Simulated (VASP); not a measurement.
# Al (Fm-3m) in VASP: a series of runs

The runs below take Al through single point, with r2SCAN.

Program: VASP 6.6.1. These are calculated values, not measurements. Logs are shortened: lines on timing, memory, paths and dates and some standing lists are left out, and cuts for length are marked.

## 1. The cell of the first run

The structure is cubic, space group Fm-3m (No. 225). The conventional cell has a = 3.964 Å, b = 3.964 Å, c = 3.964 Å, α = 90.00°, β = 90.00°, γ = 90.00°. Al (site symmetry m-3m) has 12 Al at 2.80 Å within 3.7 Å.

## 2. Single point, r2SCAN (volume scaled by 0.980)

File POSCAR:

```
Al
1.0
    0.0000000000      1.9822495106      1.9822495106
    1.9822495106      0.0000000000      1.9822495106
    1.9822495106      1.9822495106      0.0000000000
Al
1
Direct
    0.0000000000      0.0000000000      0.0000000000
```

File INCAR.step1:

```
SYSTEM = Al
PREC = Accurate
ENCUT = 520
ISMEAR = 0
SIGMA = 0.05
LREAL = .False.
LASPH = .True.
NELM = 80
NBANDS = 8
GGA = PE
ALGO = Normal
EDIFF = 1E-4
LWAVE = .True.
LCHARG = .False.
```

File INCAR.step2:

```
SYSTEM = Al
PREC = Accurate
ENCUT = 520
EDIFF = 1E-6
ISMEAR = 0
SIGMA = 0.05
LREAL = .False.
LASPH = .True.
NELM = 80
ALGO = Normal
ISIF = 2
LWAVE = .False.
LCHARG = .False.
METAGGA = R2SCAN
LMIXTAU = .True.
NBANDS = 8
ISTART = 1
```

File KPOINTS:

```
Automatic mesh
0
Gamma
  18 18 18
  0 0 0
```

Potentials or basis: VASP PAW PBE potentials, release 64 (Al).

Run with:

```
> cat potpaw_PBE.64/Al/POTCAR > POTCAR
> cp INCAR.step1 INCAR
> mpirun -np 1 vasp_std > vasp.out
> cp INCAR.step2 INCAR
> mpirun -np 1 vasp_std > vasp.out
```

OUTCAR:

```text
SYSTEM = Al
   PREC = Accurate
   ENCUT = 520
   EDIFF = 1E-6
   ISMEAR = 0
   LREAL = .False.
   LASPH = .True.
   NELM = 80
   ISIF = 2
   METAGGA = R2SCAN
   ISTART = 1

 ion  position               nearest neighbor table
   1  0.000  0.000  0.000-

  LATTYP: Found a face centered cubic cell.
 ALAT       =     3.9644990212

  Lattice vectors:

 A1 = (   0.0000000000,   1.9822495106,   1.9822495106)
 A2 = (   1.9822495106,   0.0000000000,   1.9822495106)
 A3 = (   1.9822495106,   1.9822495106,   0.0000000000)

Analysis of symmetry for initial positions (statically):
=====================================================================
 Subroutine PRICEL returns:
 Original cell was already a primitive cell.

 Routine SETGRP: Setting up the symmetry group for a
 face centered cubic supercell.

 Subroutine GETGRP returns: Found 48 space group operations
 (whereof 48 operations were pure point group operations)
 out of a pool of 48 trial point group operations.

The static configuration has the point symmetry O_h .

Analysis of symmetry for dynamics (positions and initial velocities):
=====================================================================
 Subroutine PRICEL returns:
 Original cell was already a primitive cell.

 Routine SETGRP: Setting up the symmetry group for a
 face centered cubic supercell.

 Subroutine GETGRP returns: Found 48 space group operations
 (whereof 48 operations were pure point group operations)
 out of a pool of 48 trial point group operations.

The dynamic configuration has the point symmetry O_h .

 Subroutine INISYM returns: Found 48 space group operations
 (whereof 48 operations are pure point group operations),
 and found     1 'primitive' translations

----------------------------------------------------------------------------------------

                                     Primitive cell

  volume of cell :      15.5778

  direct lattice vectors                    reciprocal lattice vectors
     0.000000000  1.982249511  1.982249511    -0.252238680  0.252238680  0.252238680
     1.982249511  0.000000000  1.982249511     0.252238680 -0.252238680  0.252238680
     1.982249511  1.982249511  0.000000000     0.252238680  0.252238680 -0.252238680

  length of vectors
     2.803324142  2.803324142  2.803324142     0.436890209  0.436890209  0.436890209

  position of ions in fractional coordinates (direct lattice)
     0.000000000  0.000000000  0.000000000

  ion indices of the primitive-cell ions
   primitive index   ion index
                 1           1

----------------------------------------------------------------------------------------

 KPOINTS: Automatic mesh

Automatic generation of k-mesh.
 Grid dimensions read from file:
 generate k-points for:   18   18   18

 Generating k-lattice:

  Cartesian coordinates                     Fractional coordinates (reciprocal lattice)
    -0.014013260  0.014013260  0.014013260     0.055555556  0.000000000  0.000000000
     0.014013260 -0.014013260  0.014013260     0.000000000  0.055555556  0.000000000
     0.014013260  0.014013260 -0.014013260     0.000000000  0.000000000  0.055555556

  Length of vectors
     0.024271678  0.024271678  0.024271678

  Shift w.r.t. Gamma in fractional coordinates (k-lattice)
     0.000000000  0.000000000  0.000000000

 Subroutine IBZKPT returns following result:
 ===========================================

 Found    195 irreducible k-points:

 Following reciprocal coordinates:
            Coordinates               Weight
  0.000000  0.000000  0.000000      1.000000
  0.055556  0.000000  0.000000      8.000000
  0.111111  0.000000  0.000000      8.000000
  0.166667  0.000000  0.000000      8.000000
  0.222222  0.000000  0.000000      8.000000
  0.277778  0.000000  0.000000      8.000000
[... 16 lines left out ...]
 -0.277778  0.055556  0.000000     24.000000
 -0.222222  0.055556  0.000000     24.000000
 [... further k-points ...]
   k-points           NKPTS =    195   k-points in BZ     NKDIM =    195   number of bands    NBANDS=      8
   number of dos      NEDOS =    301   number of ions     NIONS =      1
   total plane-waves  NPLWV =  13824
   dimension x,y,z NGX =    24 NGY =   24 NGZ =   24
   dimension x,y,z NGXF=    48 NGYF=   48 NGZF=   48
   ions per type =               1
   NGX,Y,Z   is equivalent  to a cutoff of  14.23, 14.23, 14.23 a.u.
   NGXF,Y,Z  is equivalent  to a cutoff of  28.47, 28.47, 28.47 a.u.
 SYSTEM =  Al
   PREC   = accura    normal or accurate (medium, high low for compatibility)
   ISTART =      1    job   : 0-new  1-cont  2-samecut
   ICHARG =      0    charge: 1-file 2-atom 10-const
   ISPIN  =      1    spin polarized calculation?
   LNONCOLLINEAR =      F non collinear calculations
   LSORBIT =      F    spin-orbit coupling
   LASPH  =      T    aspherical Exc in radial PAW
   ENCUT  =  520.0 eV  38.22 Ry    6.18 a.u.   5.21  5.21  5.21*2*pi/ulx,y,z
   NELM   =     80;   NELMIN=  2; NELMDL=  0     # of ELM steps
   EDIFF  = 0.1E-05   stopping-criterion for ELM
   LREAL  =      F    real-space projection
   EDIFFG = 0.1E-04   stopping-criterion for IOM
   NSW    =      0    number of steps for IOM
   IBRION =     -1    ionic relax: 0-MD 1-quasi-New 2-CG
   NFREE  =      0    steps in history (QN), initial steepest desc. (CG)
   ISIF   =      2    stress and relaxation
   ISYM   =      2    0-nonsym 1-usesym 2-fastsym
   POTIM  = 0.5000    time-step for ionic-motion
   TEBEG  =    0.0;   TEEND  =   0.0 temperature during run
   PSTRESS=    0.0 pullay stress
   NELECT =       3.0000    total number of electrons
   NUPDOWN=      -1.0000    fix difference up-down
   EMIN   =  10.00;   EMAX   =-10.00  energy-range for DOS
   EFERMI =   0.00;   METHOD = LEGACY
   ISMEAR =     0;   SIGMA  =   0.05  broadening in eV -4-tet -1-fermi 0-gaus
   EFERMI_NEDOS =   21; number of points for ismear=-14 and -15
   IALGO  =     38    algorithm
   IMIX   =      4    mixing-type and parameters
     AMIX     =   0.40;   BMIX     =  1.00
     AMIX_MAG =   1.60;   BMIX_MAG =  1.00
  volume/ion in A,a.u.               =      15.58       105.12
  Fermi-wavevector in a.u.,A,eV,Ry     =   0.945396  1.786539 12.160519  0.893773
  Thomas-Fermi vector in A             =   2.073293
   LORBIT       =      0    0 simple, 1 ext, 2 COOP (PROOUT), +10 PAW based schemes
   METAGGA = R2SCAN    functional components
   LHFCALC =     F    Hartree Fock is set to
   AEXX    =    0.0000 exact exchange contribution
   IVDW    =     0    specifies the selected vdW correction
   LEPSILON=     F    determine dielectric tensor
   LRPA    =     F    only Hartree local field effects (RPA)
 non-spin polarized calculation
 Gauss-broadening in eV      SIGMA  =   0.05
  energy-cutoff  :      520.00
  volume of cell :       15.58
 maximum number of plane-waves:       444
 NGX is ok and might be reduce to    24
   NGX = 11   NGY = 11   NGZ = 11

 number of electron       3.0000000 magnetization

 Free energy of the ion-electron system (eV)
  ---------------------------------------------------
  ext. energy  EPLUGINS =         0.00000000
  ---------------------------------------------------
  free energy    TOTEN  =        -6.73480612 eV

  energy without entropy =       -6.73415976  energy(sigma->0) =       -6.73448294

 E-fermi :   8.6223     XC(G=0): -11.1207

 val. band max:        8.6050331307   @ k =   0.5000   0.4444   0.0556
 cond. band min:       8.6524843629   @ k =  -0.3333   0.4444   0.1111
 fundamental gap:      0.0474512322
 Fermi energy:         8.6222691023

 k-point     1 :       0.0000    0.0000    0.0000
  band No.  band energies     occupation
      1      -3.6224      2.00000
      2      22.2803      0.00000
      3      22.2803      0.00000
      4      22.2803      0.00000
      5      24.6589      0.00000
      6      24.6589      0.00000
      7      24.6589      0.00000
      8      26.4137      0.00000

 k-point     2 :       0.0556    0.0000    0.0000
  band No.  band energies     occupation
      1      -3.5299      2.00000
      2      20.7565      0.00000
      3      22.0378      0.00000
      4      22.0378      0.00000
      5      25.0504      0.00000
      6      25.0504      0.00000
      7      25.0755      0.00000
      8      27.4522      0.00000

 k-point     3 :       0.1111    0.0000    0.0000
  band No.  band energies     occupation
      1      -3.2526      2.00000
      2      18.3547      0.00000
      3      21.5720      0.00000
      4      21.5720      0.00000
      5      25.0216      0.00000
      6      25.9450      0.00000
      7      25.9450      0.00000
      8      28.2054      0.00000

 k-point     4 :       0.1667    0.0000    0.0000
  band No.  band energies     occupation
      1      -2.7918      2.00000
      2      15.9130      0.00000
      3      21.1325      0.00000
      4      21.1325      0.00000
      5      24.7930      0.00000
      6      26.5732      0.00000
      7      26.5732      0.00000
      8      27.4890      0.00000

 k-point     5 :       0.2222    0.0000    0.0000
  band No.  band energies     occupation
      1      -2.1492      2.00000
      2      13.5487      0.00000
      3      20.7988      0.00000
      4      20.7988      0.00000
      5      24.5735      0.00000
      6      25.5235      0.00000
      7      25.5235      0.00000
      8      28.6930      0.00000
[... 177 lines left out ...]
 k-point    22 :      -0.3333    0.0556    0.0000
  band No.  band energies     occupation
      1       0.1205      2.00000
      2       8.5823      1.74164
      3      18.7038      0.00000
      4      21.6844      0.00000
      5      22.1278      0.00000
      6      23.5302      0.00000
      7      25.2045      0.00000
      8      28.3784      0.00000

 k-point    23 :      -0.2778    0.0556    0.0000
  band No.  band energies     occupation
      1      -0.9337      2.00000
      2      10.6463      0.00000
      3      18.7275      0.00000
      4      21.8588      0.00000
      5      22.9067      0.00000
      6      24.4520      0.00000
      7      25.1857      0.00000
      8      29.2440      0.00000

 k-point    24 :      -0.2222    0.0556    0.0000
  band No.  band energies     occupation
      1      -1.8138      2.00000
      2      12.8443      0.00000
      3      18.9058      0.00000
      4      22.0068      0.00000
      5      23.9884      0.00000
      6      25.1230      0.00000
      7      25.6698      0.00000
      8      28.0420      0.00000

 [... further k-points ...]

------------------------ aborting loop because EDIFF is reached ----------------------------------------

  FORCE on cell =-STRESS in cart. coord.  units (eV):
  Direction    XX          YY          ZZ          XY          YZ          ZX
  --------------------------------------------------------------------------------------
  -------------------------------------------------------------------------------------
  Total        0.1556146      0.1556146      0.1556146     -0.0000000      0.0000000     -0.0000000
  in kB       16.0050130     16.0050130     16.0050130     -0.0000000      0.0000000     -0.0000000
  external PRESSURE =      16.0050130 kB  Pullay stress =       0.0000000 kB

 VOLUME and BASIS-vectors are now :
 -----------------------------------------------------------------------------
  energy-cutoff  :      520.00
  volume of cell :       15.58
      direct lattice vectors                 reciprocal lattice vectors
     0.000000000  1.982249511  1.982249511    -0.252238680  0.252238680  0.252238680
     1.982249511  0.000000000  1.982249511     0.252238680 -0.252238680  0.252238680
     1.982249511  1.982249511  0.000000000     0.252238680  0.252238680 -0.252238680

 POSITION                                       TOTAL-FORCE (eV/Angst)
 -----------------------------------------------------------------------------------
      0.00000      0.00000      0.00000         0.000000     -0.000000     -0.000000
 -----------------------------------------------------------------------------------
    total drift:                               -0.000000     -0.000000     -0.000000

  FREE ENERGIE OF THE ION-ELECTRON SYSTEM (eV)
  ---------------------------------------------------
  free  energy   TOTEN  =        -6.7348061236 eV

  energy  without entropy=       -6.7341597630  energy(sigma->0) =       -6.73448294
```

Run time: 78 s. Hardware: 1 thread of Intel Xeon Platinum 8259CL at 2.50GHz (Skylake/Cascade Lake), shared host; peak memory 0.15 GiB.

What came out:

* Free energy: -6.7348 eV
* Pressure: 1.6 GPa

Caveat: the cell differs from its parent crystal (volume scaled by 0.980); the PAW data sets were made with another functional, which shifts forces and pressure a little.

## 3. Single point, r2SCAN

This run uses another cell than the first one, of 15.90 Å³/atom, 1.020 times its volume.

File POSCAR:

```
Al
1.0
    0.0000000000      1.9956434947      1.9956434947
    1.9956434947      0.0000000000      1.9956434947
    1.9956434947      1.9956434947      0.0000000000
Al
1
Direct
    0.0000000000      0.0000000000      0.0000000000
```

Edit INCAR.step1 of step 2 so:

```diff
@@ -7,3 +7,3 @@
 LASPH = .True.
-NELM = 80
+NELM = 100
 NBANDS = 8
```

Edit INCAR.step2 of step 2 so:

```diff
@@ -3,3 +3,3 @@
 ENCUT = 520
-EDIFF = 1E-6
+EDIFF = 1E-7
 ISMEAR = 0
@@ -8,3 +8,3 @@
 LASPH = .True.
-NELM = 80
+NELM = 100
 ALGO = Normal
```

KPOINTS is that of step 2.

Potentials or basis: VASP PAW PBE potentials, release 64 (Al).

Run with:

```
> cat potpaw_PBE.64/Al/POTCAR > POTCAR
> cp INCAR.step1 INCAR
> mpirun -np 1 vasp_std > vasp.out
> cp INCAR.step2 INCAR
> mpirun -np 1 vasp_std > vasp.out
```

It took 76 s on 1 thread of Intel Xeon Platinum 8259CL at 2.50GHz (Skylake/Cascade Lake), shared host; peak memory 0.15 GiB.

The run converged. Its results:

```yaml
Free_energy: -6.7360 eV
Pressure: -0.3 GPa
```

Levels at points of the mesh, in eV from the Fermi level:
```tsv
k point	band 1	band 2	band 3	band 4	band 5
(0.00, 0.00, 0.00)	-12.10	13.54	13.54	13.54	15.75
(0.50, 0.00, 0.00)	-5.15	-4.58	12.27	12.27	12.75
(0.50, 0.50, 0.00)	-3.24	-1.66	5.48	6.19	6.19
```

Caveat: the PAW data sets were made with another functional, which shifts forces and pressure a little.

## 4. Single point, r2SCAN

This run uses another cell than the first one, of 15.90 Å³/atom, 1.020 times its volume.

POSCAR is that of step 3.

File INCAR.step1:

```
  PREC = Accurate
  ENCUT = 520
  ISMEAR = 0
  SIGMA = 0.05
  LREAL = F
  LASPH = T
  NELM = 80
  NBANDS = 8
  GGA = PE
  ALGO = Normal
  EDIFF = 1E-4
  LWAVE = T
  LCHARG = F
```

File INCAR.step2:

```
  PREC = Accurate
  ENCUT = 520
  EDIFF = 1E-6
  ISMEAR = 0
  SIGMA = 0.05
  LREAL = F
  LASPH = T
  NELM = 80
  ALGO = Normal
  ISIF = 2
  LWAVE = F
  LCHARG = F
  METAGGA = R2SCAN
  LMIXTAU = T
  NBANDS = 8
  ISTART = 1
```

File KPOINTS:

```
regular mesh
0
Gamma
  18 18 18
```

Run with:

```
> cat potpaw_PBE.64/Al/POTCAR > POTCAR
> cp INCAR.step1 INCAR
> mpirun -np 1 vasp_std > vasp.out
> cp INCAR.step2 INCAR
> mpirun -np 1 vasp_std > vasp.out
```

It took 69 s on 1 thread of Intel Xeon Platinum 8259CL at 2.50GHz (Skylake/Cascade Lake), shared host; peak memory 0.14 GiB.

Results (log left out):

```yaml
Free_energy: -6.7360 eV
Pressure: -0.3 GPa
```

Levels at points of the mesh, in eV from the Fermi level:
| k point | band 1 | band 2 | band 3 | band 4 | band 5 |
| --- | --- | --- | --- | --- | --- |
| (0.00, 0.00, 0.00) | -12.10 | 13.54 | 13.54 | 13.54 | 15.75 |
| (0.50, 0.00, 0.00) | -5.15 | -4.58 | 12.27 | 12.27 | 12.75 |
| (0.50, 0.50, 0.00) | -3.24 | -1.66 | 5.48 | 6.19 | 6.19 |

Caveat: the PAW data sets were made with another functional, which shifts forces and pressure a little.

[end of part 1 of 2]
